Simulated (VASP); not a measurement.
NaH13O7, 21 atoms in the cell. The cell holds a disordered packing, 21 atoms: a = 6.628 Å, b = 6.628 Å, c = 6.628 Å, α = 90.00°, β = 90.00°, γ = 90.00°. 

- Program: VASP 6.6.1
- Task: single point
- Functional: LDA
- Potentials or basis: VASP PAW LDA potentials, release 64 (O, H, Na_pv)
- Cutoff: 520 eV
- k mesh: 1 × 1 × 1
- Occupations: fermi-dirac, width 0.02 eV
- Spin: no spin polarisation
- Dipole correction: no
- Further INCAR settings: LREAL = Auto; ALGO = Normal; EDIFF = 1e-06; NBANDS = 47

Potentials or basis: VASP PAW LDA potentials, release 64 (O, H, Na_pv).

Run with:

```sh
$ cat potpaw_LDA.64/O/POTCAR potpaw_LDA.64/H/POTCAR potpaw_LDA.64/Na_pv/POTCAR > POTCAR
$ mpirun -np 1 vasp_gam > vasp.out
```

Hardware: 1 thread of Intel Xeon 8259CL, on a shared host.

Task: Estimate the wall time of this run.

Result: Wall time 33 s on 1 thread of Intel Xeon 8259CL, on a shared host, peak memory 0.25 GiB. Counts: scf iterations 17, k points 1.
